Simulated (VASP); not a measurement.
Mg3O4: single point with PBE

System: Mg3O4, a slab with vacuum.

```
Mg O
1.0
     3.00859    0.00000    0.00000
     0.00000    3.00859    0.00000
     0.00000    0.00000   19.77996
Mg O
3 4
Direct
  0.50000 0.50000 0.20222
  0.00000 0.00000 0.31003
  0.50000 0.50000 0.41613
  0.00000 0.00000 0.20222
  0.50000 0.50000 0.30954
  0.00000 0.00000 0.41860
  0.12500 0.12500 0.48838
```

* Program: VASP 6.6.1
* Task: single point
* Functional: PBE
* Potentials or basis: VASP PAW PBE potentials, release 64 (Mg, O)
* Cutoff: 520 eV
* k mesh: 9 × 9 × 1
* Occupations: gaussian, width 0.05 eV
* Spin: collinear spin
* Starting moments: [0.0, 0.0, 0.0, 0.0, 0.0, 0.0, 2.0] μB

```
Largest force                                         : 3.697 eV/Å
Band gap on the k mesh                                : 0.04 eV (least direct gap 0.15 eV)
Net moment                                            : 0.00 μB per cell
Valence electrons inside the program's atomic spheres : Mg 0.35, 0.38, 0.36; O 5.04, 5.08, 4.84 (each value once)
```

Forces in eV/Å, atoms in the order of the input:
```
Mg   0.002  0.002  0.183
Mg   0.065  0.065 -0.367
Mg  -0.011 -0.011  3.244
O    0.003  0.003 -0.180
O    0.086  0.086  0.270
O   -1.112 -1.112 -3.346
O    0.966  0.966  0.196
```

Levels at points of the mesh, in eV from the valence-band top:
Spin up:
```tsv
k point	band 11	band 12	band 13	band 14	band 15	band 16	band 17	band 18	band 19	band 20
(0.00, 0.00, 0.00)	-4.51	-3.79	-3.79	-0.43	-0.11	0.04	1.60	2.40	3.87	4.22
```
Spin down:
```
           k point  band 11  band 12  band 13  band 14  band 15  band 16  band 17  band 18  band 19  band 20
(0.00, 0.00, 0.00)    -4.51    -3.79    -3.79    -0.43    -0.11     0.05     1.59     2.40     3.86     4.21
```

Run time: 3.2 min on 1 thread of Intel(R) Xeon(R) 6975P-C (Granite Rapids), on a shared host, peak memory 0.44 GiB.

Caveat: the smearing spreads over this small gap; semilocal functionals underestimate gaps, and a narrow one can read as zero.
